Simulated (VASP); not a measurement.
A run of VASP 6.6.1:

The input INCAR:

```
ALGO = Normal
EDIFF = 1E-6
ENCUT = 500
GGA = CA
GGA_COMPAT = F
ISIF = 2
ISMEAR = 0
LASPH = T
LCHARG = T
LELF = T
LREAL = F
LVHAR = T
LWAVE = F
NBANDS = 8
NELM = 120
PREC = Accurate
SIGMA = 0.1
```

The input KPOINTS:

```
k-points
0
Gamma
  6 6 6
```

POSCAR

```
As
1.0
    2.7036817444      0.0000000000      0.0000000000
    0.0000000000      2.7036817444      0.0000000000
    0.0000000000      0.0000000000      2.7036817444
As
1
Direct
    0.5000000000      0.5000000000      0.5000000000
```

Potentials or basis: VASP PAW LDA potentials, release 64 (As).

Launch:

```sh
$ cat potpaw_LDA.64/As/POTCAR > POTCAR
$ mpirun -np 1 vasp_std > vasp.out
```

Hardware: 1 thread of Intel Xeon 8259CL, on a shared host.

**Question.** How long does it take, and how much memory?

**Answer.** Wall time 4.9 s on 1 thread of Intel Xeon 8259CL, with other jobs on the host, peak memory 0.11 GiB. Counts: scf iterations 9, k points 20.
